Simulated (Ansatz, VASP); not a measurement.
# Two plane-wave programs on BN

```xyz
4
Lattice="2.5434 0.0000 0.0000 -1.2717 2.2027 0.0000 0.0000 0.0000 4.2070" Properties=species:S:1:pos:R:3 pbc="T T T"
B     1.2717    0.7342    0.0007
B     0.0000    1.4684    2.1042
N     1.2717    0.7342    1.5770
N     0.0000    1.4684    3.6805
```

Alike in both runs: task single point; functional r2SCAN; k mesh 12 × 12 × 8; occupations fermi-dirac, width 0.02 eV; no spin polarisation.

|  | VASP | Ansatz |
| --- | --- | --- |
| version | VASP 6.6.1 | Ansatz 0.2.0 |
| potentials or method | VASP PAW PBE potentials, release 64 (B_h, N_h), cutoff 910 eV | PAW plane waves |
| valence electrons in the cell | 16 | 16 |

```tsv
	VASP	Ansatz	Ansatz less VASP
gap on the k mesh at the Fermi level (eV)	5.74	5.75	+0.009
rms of the force components (eV/Å)	0.004	0.004	+0.0004
```

VASP's potentials were made for PBE, not for r2SCAN. Atom by atom the forces differ by 0.000 eV/Å (rms over components).

Noted on VASP's run: the cutoff is short for stress, so the pressure is rough.
